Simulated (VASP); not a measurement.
Cl:

```
CELL_PARAMETERS angstrom
0.00000 2.23500 2.23500
2.23500 0.00000 2.23500
2.23500 2.23500 0.00000
ATOMIC_POSITIONS crystal
Cl 0.00000 0.00000 0.00000
```

- Program: VASP 6.6.1
- Task: relaxation of cell and atoms
- Functional: PBE
- Potentials or basis: VASP PAW PBE potentials, release 64 (Cl)
- Cutoff: 500 eV
- k mesh: 7 × 7 × 7
- Occupations: fermi-dirac, width 0.02 eV
- Spin: no spin polarisation

At the start: pressure -1.4 GPa; volume 22.33 Å³/atom.

Q: How do energy, volume and symmetry change on relaxing?

A: Over 3 steps the energy falls by 5.3 meV/atom and the volume is 21.23 Å³/atom (-4.9 %); space group Fm-3m (No. 225, to 0.1 Å) before and after.

Step by step:
```tsv
step	energy change (eV)	largest force (eV/Å)	pressure (GPa)	volume (Å³)
1	0.0000	0.0000	-1.42	22.33
2	-0.0042	0.0000	-0.68	21.70
3	-0.0053	0.0000	-0.04	21.23
```

Final structure:
```
CELL_PARAMETERS angstrom
0.00000 2.19771 2.19771
2.19771 0.00000 2.19771
2.19771 2.19771 0.00000
ATOMIC_POSITIONS crystal
Cl 0.00000 0.00000 0.00000
```

Caveat: an odd number of electrons without spin polarisation forces a metal; a magnetic or distorted state may lie lower.
